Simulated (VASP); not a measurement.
**PC2: single point with PBE**

The system is PC2.

```
CELL_PARAMETERS angstrom
3.24691 0.00000 0.00000
-1.62345 2.81191 0.00000
0.00000 0.00000 11.62507
ATOMIC_POSITIONS crystal
P 0.00000 0.00000 0.00000
P 0.00000 0.00000 0.50000
C 0.33333 0.66667 0.90686
C 0.33333 0.66667 0.59314
C 0.66667 0.33333 0.09314
C 0.66667 0.33333 0.40686
```

```yaml
Program: VASP 6.6.1
Task: single point
Functional: PBE
Potentials_or_basis: VASP PAW PBE potentials, release 64 (P, C)
Cutoff: 520 eV
k_mesh: 6 × 6 × 2
Occupations: gaussian, width 0.1 eV
Spin: no spin polarisation
```

```json
{"Pressure": "-22.4 GPa", "Largest force": "2.570 eV/Å", "Band gap on the k mesh": "zero (band 13 reaches 2.12 eV, above the bottom of band 14 at 1.42 eV)"}
```

Forces on the atoms (eV/Å):
```
P    0.000  0.000  0.000
P    0.000  0.000  0.000
C    0.000  0.000  2.570
C    0.000  0.000 -2.570
C    0.000  0.000 -2.570
C    0.000  0.000  2.570
```

Stress tensor (GPa, compression positive):
```
-23.88   0.00   0.00
  0.00 -23.88   0.00
  0.00   0.00 -19.47
```

Levels at points of the mesh, in eV from the Fermi level:
| k point | band 9 | band 10 | band 11 | band 12 | band 13 | band 14 | band 15 | band 16 | band 17 | band 18 |
| --- | --- | --- | --- | --- | --- | --- | --- | --- | --- | --- |
| (0.00, 0.00, 0.00) | -1.20 | -1.20 | -0.37 | -0.37 | -0.35 | -0.35 | -0.04 | 1.05 | 1.52 | 1.78 |
| (0.50, 0.00, 0.00) | -3.72 | -3.70 | -1.33 | -0.84 | -0.26 | 0.20 | 0.21 | 0.25 | 1.59 | 1.91 |
| (0.00, 0.00, 0.50) | -1.21 | -1.21 | -0.36 | -0.36 | -0.36 | -0.36 | 0.48 | 0.48 | 1.71 | 1.71 |
| (0.50, 0.00, 0.50) | -3.71 | -3.71 | -1.13 | -1.13 | 0.02 | 0.02 | 0.22 | 0.22 | 1.74 | 1.74 |

It took 18 s on 1 thread of Intel(R) Xeon(R) 6975P-C (Granite Rapids), with other jobs on the host, peak memory 0.21 GiB.

Caveat: the k points lie up to 0.37 Å⁻¹ apart; this functional lacks dispersion, which binds the layers, so the pressure and a relaxed spacing across them are unreliable; forces of over 1 eV/Å act on the atoms, so gaps and moduli don't describe the material at rest.
